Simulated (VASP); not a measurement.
# PbF2 in VASP: notebook, part 2 of 2

VASP 6.6.1. The steps go on from the part before.

**4. Single point, PBE (shear xy strain +3.8%)**

INCAR

```
SYSTEM = PbF2
  PREC = Accurate
  ENCUT = 600
  EDIFF = 1E-6
  ISMEAR = -1
  SIGMA = 0.02
  LREAL = .False.
  LASPH = .True.
  NELM = 120
  ALGO = Normal
  ISIF = 2
  LWAVE = .False.
  LCHARG = .True.
  GGA = PE
  LELF = .True.
  LVHAR = .True.
  NBANDS = 21
  GGA_COMPAT = .False.
```

KPOINTS

```
Automatic mesh
0
Gamma
  8 8 8
  0 0 0
```

POSCAR

```
PbF2
1.0
    0.0558230670      2.9458082858      2.9458082858
    2.9458082858      0.0558230670      2.9458082858
    3.0016313528      3.0016313528      0.0000000000
Pb F
1 2
Direct
    0.0000000000      0.0000000000      0.0000000000
    0.2456028056      0.2456028056      0.2543971944
    0.7543971944      0.7543971944      0.7456028056
```

Potentials or basis: VASP PAW PBE potentials, release 64 (Pb_d, F).

On the command line:

```console
$ cat potpaw_PBE.64/Pb_d/POTCAR potpaw_PBE.64/F/POTCAR > POTCAR
$ mpirun -np 1 vasp_std > vasp.out
```

OUTCAR:

```text
SYSTEM = PbF2
   PREC = Accurate
   ENCUT = 600
   EDIFF = 1E-6
   ISMEAR = -1
   LREAL = .False.
   LASPH = .True.
   NELM = 120
   ISIF = 2
   GGA = PE

 ion  position               nearest neighbor table
   1  0.000  0.000  0.000-   3 2.53   3 2.53   2 2.53   2 2.53   2 2.57   3 2.57   3 2.57   2 2.57

   2  0.246  0.246  0.254-   1 2.53   1 2.53   1 2.57   1 2.57
   3  0.754  0.754  0.746-   1 2.53   1 2.53   1 2.57   1 2.57

  LATTYP: Found a body centered orthorhombic cell.
 ALAT       =     4.0870562915
 B/A-ratio  =     1.0386320779
 C/A-ratio  =     1.4415305666

[... 768 lines left out ...]

  FORCE on cell =-STRESS in cart. coord.  units (eV):
  Direction    XX          YY          ZZ          XY          YZ          ZX
  --------------------------------------------------------------------------------------
  -------------------------------------------------------------------------------------
  Total        1.2588569      1.2588569      1.2736722     -0.2752009      0.0000000      0.0000000
  in kB       39.4638549     39.4638549     39.9282990     -8.6272631      0.0000000      0.0000000
  external PRESSURE =      39.6186696 kB  Pullay stress =       0.0000000 kB

 VOLUME and BASIS-vectors are now :
 -----------------------------------------------------------------------------
  energy-cutoff  :      600.00
  volume of cell :       51.11
      direct lattice vectors                 reciprocal lattice vectors
     0.055823067  2.945808286  2.945808286    -0.173011266  0.173011266  0.169732702
     2.945808286  0.055823067  2.945808286     0.173011266 -0.173011266  0.169732702
     3.001631353  3.001631353  0.000000000     0.166576085  0.166576085 -0.169732702

 POSITION                                       TOTAL-FORCE (eV/Angst)
 -----------------------------------------------------------------------------------
      0.00000      0.00000      0.00000         0.000000     -0.000000      0.000000
      1.50082      1.50082      1.44700        -0.000000      0.000000     -0.006251
      4.50245      4.50245      4.44462        -0.000000      0.000000      0.006251
 -----------------------------------------------------------------------------------
    total drift:                                0.000000      0.000000      0.000000

  FREE ENERGIE OF THE ION-ELECTRON SYSTEM (eV)
  ---------------------------------------------------
  free  energy   TOTEN  =       -14.3115017699 eV

  energy  without entropy=      -14.3115017699  energy(sigma->0) =      -14.31150177
```

OSZICAR:

```text
N       E                     dE             d eps       ncg     rms          rms(c)
DAV:   1     0.323069483784E+03    0.32307E+03   -0.15999E+04  3995   0.170E+03
DAV:   2     0.148711124573E+02   -0.30820E+03   -0.28859E+03  4281   0.458E+02
DAV:   3    -0.152974257812E+02   -0.30169E+02   -0.29776E+02  4734   0.148E+02
DAV:   4    -0.161797377723E+02   -0.88231E+00   -0.88165E+00  4669   0.263E+01
DAV:   5    -0.162089735999E+02   -0.29236E-01   -0.29234E-01  5024   0.505E+00    0.796E+00
DAV:   6    -0.143142323273E+02    0.18947E+01   -0.85255E+00  5407   0.233E+01    0.261E+00
DAV:   7    -0.143154381358E+02   -0.12058E-02   -0.44548E-01  4225   0.410E+00    0.155E+00
DAV:   8    -0.143140352961E+02    0.14028E-02   -0.10224E-01  4245   0.358E+00    0.560E-01
DAV:   9    -0.143103635731E+02    0.36717E-02   -0.19929E-02  5363   0.110E+00    0.103E-01
DAV:  10    -0.143114958855E+02   -0.11323E-02   -0.14850E-03  4165   0.305E-01    0.317E-02
DAV:  11    -0.143114930946E+02    0.27909E-05   -0.11573E-04  4695   0.902E-02    0.894E-03
DAV:  12    -0.143115022656E+02   -0.91710E-05   -0.17439E-05  4253   0.283E-02    0.604E-03
DAV:  13    -0.143115017699E+02    0.49570E-06   -0.35305E-06  4402   0.161E-02
   1 F= -.14311502E+02 E0= -.14311502E+02  d E =-.504742E-12
```

Wall time 3 min (1 thread of Intel Xeon Platinum 8488C (Sapphire Rapids), shared host); peak memory 0.27 GiB.

What came out:

```
Free energy            : -14.3115 eV
Pressure               : 4.0 GPa
Largest force          : 0.006 eV/Å
Band gap on the k mesh : 4.40 eV (least direct gap 4.55 eV)
```

Forces in eV/Å, atoms in the order of the input:
```
Pb   0.000  0.000  0.000
F    0.000  0.000 -0.006
F    0.000  0.000  0.006
```

Caveat: the cell differs from its parent crystal (shear xy strain +3.8%); the cell stands under pressure; spin-orbit coupling is left out, which moves the levels of the heavy elements.

**5. Single point, r2SCAN (shear xy strain +3.8%)**

POSCAR is that of step 4.

INCAR.step1

```
PREC     = Accurate       # precision mode
ENCUT    = 660            # plane-wave cutoff, eV
ISMEAR   = 0              # smearing method
SIGMA    = 0.01           # smearing width, eV
LREAL    = F              # projectors in reciprocal space
LASPH    = T              # aspherical terms in the spheres
NELM     = 120            # most SCF steps
NBANDS   = 21             # bands
GGA      = PE             # functional
ALGO     = Normal         # electronic algorithm
EDIFF    = 1E-5           # SCF threshold, eV
LWAVE    = T              # write WAVECAR
LCHARG   = F              # write CHGCAR
GGA_COMPAT= F
```

INCAR.step2

```
PREC     = Accurate       # precision mode
ENCUT    = 660            # plane-wave cutoff, eV
EDIFF    = 1E-6           # SCF threshold, eV
ISMEAR   = 0              # smearing method
SIGMA    = 0.01           # smearing width, eV
LREAL    = F              # projectors in reciprocal space
LASPH    = T              # aspherical terms in the spheres
NELM     = 120            # most SCF steps
ALGO     = Normal         # electronic algorithm
ISIF     = 2              # what is computed and relaxed
LWAVE    = F              # write WAVECAR
LCHARG   = F              # write CHGCAR
METAGGA  = R2SCAN         # meta-GGA
LMIXTAU  = T            
NBANDS   = 21             # bands
ISTART   = 1            
GGA_COMPAT= F
```

KPOINTS

```
regular mesh
0
Gamma
  8 8 8
```

Potentials or basis: VASP PAW PBE potentials, release 64 (Pb_d, F).

On the command line:

```console
$ cat potpaw_PBE.64/Pb_d/POTCAR potpaw_PBE.64/F/POTCAR > POTCAR
$ cp INCAR.step1 INCAR
$ mpirun -np 1 vasp_std > vasp.out
$ cp INCAR.step2 INCAR
$ mpirun -np 1 vasp_std > vasp.out
```

OUTCAR:

```text
PREC = Accurate
   ENCUT = 660
   EDIFF = 1E-6
   ISMEAR = 0
   LREAL = F
   LASPH = T
   NELM = 120
   ISIF = 2
   METAGGA = R2SCAN
   ISTART = 1

 ion  position               nearest neighbor table
   1  0.000  0.000  0.000-   3 2.53   3 2.53   2 2.53   2 2.53   2 2.57   3 2.57   3 2.57   2 2.57

   2  0.246  0.246  0.254-   1 2.53   1 2.53   1 2.57   1 2.57
   3  0.754  0.754  0.746-   1 2.53   1 2.53   1 2.57   1 2.57

  LATTYP: Found a body centered orthorhombic cell.
 ALAT       =     4.0870562915
 B/A-ratio  =     1.0386320779
 C/A-ratio  =     1.4415305666

  Lattice vectors:

 A1 = (   2.9458082858,   0.0558230670,  -2.9458082858)
 A2 = (  -2.9458082858,  -0.0558230670,  -2.9458082858)
 A3 = (   0.0558230670,   2.9458082858,   2.9458082858)

Analysis of symmetry for initial positions (statically):
=====================================================================
 Subroutine PRICEL returns:
 Original cell was already a primitive cell.

 Routine SETGRP: Setting up the symmetry group for a
 body centered orthorhombic supercell.

 Subroutine GETGRP returns: Found  8 space group operations
 (whereof  8 operations were pure point group operations)
 out of a pool of  8 trial point group operations.

The static configuration has the point symmetry D_2h.

Analysis of symmetry for dynamics (positions and initial velocities):
=====================================================================
 Subroutine PRICEL returns:
 Original cell was already a primitive cell.

 Routine SETGRP: Setting up the symmetry group for a
 body centered orthorhombic supercell.

 Subroutine GETGRP returns: Found  8 space group operations
 (whereof  8 operations were pure point group operations)
 out of a pool of  8 trial point group operations.

The dynamic configuration has the point symmetry D_2h.

 Subroutine INISYM returns: Found  8 space group operations
 (whereof  8 operations are pure point group operations),
 and found     1 'primitive' translations

----------------------------------------------------------------------------------------

                                     Primitive cell

  volume of cell :      51.1078

  direct lattice vectors                    reciprocal lattice vectors
     0.055823067  2.945808286  2.945808286    -0.173011266  0.173011266  0.169732702
     2.945808286  0.055823067  2.945808286     0.173011266 -0.173011266  0.169732702
     3.001631353  3.001631353  0.000000000     0.166576085  0.166576085 -0.169732702

  length of vectors
     4.166376019  4.166376019  4.244947768     0.297783455  0.297783455  0.290352156

  position of ions in fractional coordinates (direct lattice)
     0.000000000  0.000000000  0.000000000
     0.245602806  0.245602806  0.254397194
     0.754397194  0.754397194  0.745602806

  ion indices of the primitive-cell ions
   primitive index   ion index
                 1           1
                 2           2
                 3           3

----------------------------------------------------------------------------------------

 KPOINTS: regular mesh

Automatic generation of k-mesh.
 Grid dimensions read from file:
 generate k-points for:    8    8    8

 Generating k-lattice:

  Cartesian coordinates                     Fractional coordinates (reciprocal lattice)
    -0.021626408  0.021626408  0.021216588     0.125000000 -0.000000000  0.000000000
     0.021626408 -0.021626408  0.021216588    -0.000000000  0.125000000  0.000000000
     0.020822011  0.020822011 -0.021216588     0.000000000  0.000000000  0.125000000

  Length of vectors
     0.037222932  0.037222932  0.036294019

  Shift w.r.t. Gamma in fractional coordinates (k-lattice)
     0.000000000  0.000000000  0.000000000

 Subroutine IBZKPT returns following result:
 ===========================================

 Found     95 irreducible k-points:

 Following reciprocal coordinates:
            Coordinates               Weight
  0.000000  0.000000  0.000000      1.000000
  0.125000 -0.000000  0.000000      4.000000
  0.250000 -0.000000  0.000000      4.000000
  0.375000  0.000000  0.000000      4.000000
  0.500000 -0.000000  0.000000      2.000000
  0.125000  0.125000  0.000000      2.000000
[... 16 lines left out ...]
  0.125000 -0.000000  0.125000      4.000000
  0.250000 -0.000000  0.125000      8.000000
 [... further k-points ...]
   k-points           NKPTS =     95   k-points in BZ     NKDIM =     95   number of bands    NBANDS=     21
   number of dos      NEDOS =    301   number of ions     NIONS =      3
   total plane-waves  NPLWV =  46656
   dimension x,y,z NGX =    36 NGY =   36 NGZ =   36
   dimension x,y,z NGXF=    72 NGYF=   72 NGZF=   72
   ions per type =               1   2
   NGX,Y,Z   is equivalent  to a cutoff of  14.36, 14.36, 14.10 a.u.
   NGXF,Y,Z  is equivalent  to a cutoff of  28.73, 28.73, 28.20 a.u.
 SYSTEM =  unknown system
   PREC   = accura    normal or accurate (medium, high low for compatibility)
   ISTART =      1    job   : 0-new  1-cont  2-samecut
   ICHARG =      0    charge: 1-file 2-atom 10-const
   ISPIN  =      1    spin polarized calculation?
   LNONCOLLINEAR =      F non collinear calculations
   LSORBIT =      F    spin-orbit coupling
   LASPH  =      T    aspherical Exc in radial PAW
   ENCUT  =  660.0 eV  48.51 Ry    6.96 a.u.   8.73  8.73  8.89*2*pi/ulx,y,z
   NELM   =    120;   NELMIN=  2; NELMDL=  0     # of ELM steps
   EDIFF  = 0.1E-05   stopping-criterion for ELM
   LREAL  =      F    real-space projection
   EDIFFG = 0.1E-04   stopping-criterion for IOM
   NSW    =      0    number of steps for IOM
   IBRION =     -1    ionic relax: 0-MD 1-quasi-New 2-CG
   NFREE  =      0    steps in history (QN), initial steepest desc. (CG)
   ISIF   =      2    stress and relaxation
   ISYM   =      2    0-nonsym 1-usesym 2-fastsym
   POTIM  = 0.5000    time-step for ionic-motion
   TEBEG  =    0.0;   TEEND  =   0.0 temperature during run
   PSTRESS=    0.0 pullay stress
   NELECT =      28.0000    total number of electrons
   NUPDOWN=      -1.0000    fix difference up-down
   EMIN   =  10.00;   EMAX   =-10.00  energy-range for DOS
   EFERMI =   0.00;   METHOD = LEGACY
   ISMEAR =     0;   SIGMA  =   0.01  broadening in eV -4-tet -1-fermi 0-gaus
   EFERMI_NEDOS =   21; number of points for ismear=-14 and -15
   IALGO  =     38    algorithm
   IMIX   =      4    mixing-type and parameters
     AMIX     =   0.40;   BMIX     =  1.00
     AMIX_MAG =   1.60;   BMIX_MAG =  1.00
  volume/ion in A,a.u.               =      17.04       114.96
  Fermi-wavevector in a.u.,A,eV,Ry     =   1.339569  2.531418 24.414901  1.794445
  Thomas-Fermi vector in A             =   2.467950
   LORBIT       =      0    0 simple, 1 ext, 2 COOP (PROOUT), +10 PAW based schemes
   METAGGA = R2SCAN    functional components
   LHFCALC =     F    Hartree Fock is set to
   AEXX    =    0.0000 exact exchange contribution
   IVDW    =     0    specifies the selected vdW correction
   LEPSILON=     F    determine dielectric tensor
   LRPA    =     F    only Hartree local field effects (RPA)
 non-spin polarized calculation
 Gauss-broadening in eV      SIGMA  =   0.01
  energy-cutoff  :      660.00
  volume of cell :       51.11
 maximum number of plane-waves:      1985
   NGX = 17   NGY = 17   NGZ = 17

 number of electron      28.0000001 magnetization

 Free energy of the ion-electron system (eV)
  ---------------------------------------------------
  ext. energy  EPLUGINS =         0.00000000
  ---------------------------------------------------
  free energy    TOTEN  =       -70.15977958 eV

  energy without entropy =      -70.15977958  energy(sigma->0) =      -70.15977958

 E-fermi :   1.8611     XC(G=0): -10.1098

 val. band max:        1.7431651880   @ k =  -0.2500   0.2500   0.5000
 cond. band min:       6.6610265443   @ k =   0.5000  -0.0000   0.5000
 fundamental gap:      4.9178613563
 Fermi energy:         1.8611137452

 k-point     1 :       0.0000    0.0000    0.0000
  band No.  band energies     occupation
      1     -20.8031      2.00000
      2     -20.1836      2.00000
      3     -13.1551      2.00000
      4     -13.1545      2.00000
      5     -13.1509      2.00000
      6     -13.0951      2.00000
[... 550 lines left out ...]
      5     -13.1023      2.00000
      6     -13.0850      2.00000
[... 13 lines left out ...]
     20      17.5132      0.00000
     21      19.1822      0.00000

 [... further k-points ...]

------------------------ aborting loop because EDIFF is reached ----------------------------------------

  FORCE on cell =-STRESS in cart. coord.  units (eV):
  Direction    XX          YY          ZZ          XY          YZ          ZX
  --------------------------------------------------------------------------------------
  -------------------------------------------------------------------------------------
  Total        0.3377744      0.3377744      0.3541187     -0.2906489      0.0000000      0.0000000
  in kB       10.5888767     10.5888767     11.1012536     -9.1115391      0.0000000      0.0000000
  external PRESSURE =      10.7596690 kB  Pullay stress =       0.0000000 kB

 VOLUME and BASIS-vectors are now :
 -----------------------------------------------------------------------------
  energy-cutoff  :      660.00
  volume of cell :       51.11
      direct lattice vectors                 reciprocal lattice vectors
     0.055823067  2.945808286  2.945808286    -0.173011266  0.173011266  0.169732702
     2.945808286  0.055823067  2.945808286     0.173011266 -0.173011266  0.169732702
     3.001631353  3.001631353  0.000000000     0.166576085  0.166576085 -0.169732702

 POSITION                                       TOTAL-FORCE (eV/Angst)
 -----------------------------------------------------------------------------------
      0.00000      0.00000      0.00000         0.000000     -0.000000      0.000000
      1.50082      1.50082      1.44700         0.000000      0.000000     -0.002136
      4.50245      4.50245      4.44462         0.000000      0.000000      0.002136
 -----------------------------------------------------------------------------------
    total drift:                                0.000000      0.000000      0.000000

  FREE ENERGIE OF THE ION-ELECTRON SYSTEM (eV)
  ---------------------------------------------------
  free  energy   TOTEN  =       -70.1597795804 eV

  energy  without entropy=      -70.1597795804  energy(sigma->0) =      -70.15977958
```

Wall time 7.5 min (1 thread of Intel Xeon Platinum 8488C (Sapphire Rapids), shared host); peak memory 0.3 GiB.

What came out:

| Property | Result |
| --- | --- |
| Free energy | -70.1598 eV |
| Pressure | 1.1 GPa |
| Band gap on the k mesh | 4.92 eV (least direct gap 5.07 eV) |

Forces on the atoms (eV/Å):
```
Pb   0.000  0.000  0.000
F    0.000  0.000 -0.002
F    0.000  0.000  0.002
```

Levels at points of the mesh, in eV from the valence-band top:
| k point | band 12 | band 13 | band 14 | band 15 | band 16 | band 17 |
| --- | --- | --- | --- | --- | --- | --- |
| (0.00, 0.00, 0.00) | -2.29 | -2.27 | -2.24 | 7.13 | 7.33 | 7.51 |
| (0.50, 0.00, 0.00) | -2.49 | -2.45 | -0.08 | 5.43 | 8.20 | 8.29 |
| (0.50, 0.50, 0.00) | -1.85 | -1.83 | -0.15 | 4.93 | 8.35 | 8.68 |
| (0.00, 0.00, 0.50) | -2.44 | -2.40 | -0.07 | 5.30 | 8.30 | 8.40 |
| (0.50, 0.00, 0.50) | -1.84 | -1.84 | -0.15 | 4.92 | 8.50 | 8.52 |

Caveat: the cell differs from its parent crystal (shear xy strain +3.8%); the PAW data sets were made with another functional, which shifts forces and pressure a little; spin-orbit coupling is left out, which moves the levels of the heavy elements. A k mesh can miss the band edges.

**6. The runs side by side**

| level | cell | cutoff (eV) | smearing | gap on the mesh (eV) | pressure (GPa) |
| --- | --- | --- | --- | --- | --- |
| PBE | a = 4.215 Å, angles 60.0°, 3 atoms, strain +1.2% | 600 | fermi-dirac 0.02 eV | 4.42 | 1.2 |
| r2SCAN | a = 4.215 Å, angles 60.0°, 3 atoms, strain +1.2% | 660 | gaussian 0.01 eV | 4.94 | -1.6 |
| PBE | a = 4.166, b = 4.166, c = 4.245 Å, angles 59.4, 59.4, 58.7°, 3 atoms, shear xy strain +3.8% | 600 | fermi-dirac 0.02 eV | 4.40 | 4.0 |
| r2SCAN | a = 4.166, b = 4.166, c = 4.245 Å, angles 59.4, 59.4, 58.7°, 3 atoms, shear xy strain +3.8% | 660 | gaussian 0.01 eV | 4.92 | 1.1 |

Alike in all rows: task single point; potentials or basis VASP PAW PBE potentials, release 64 (Pb_d, F); no spin polarisation; k mesh 8 × 8 × 8.

Caveats: spin-orbit coupling is left out, which moves the levels of the heavy elements; the PAW data sets were made with another functional, which shifts forces and pressure a little (at least some runs); the cell stands under pressure (at least some runs).

Total energies depend on the potentials used, so only differences within one code and one set of settings carry meaning.
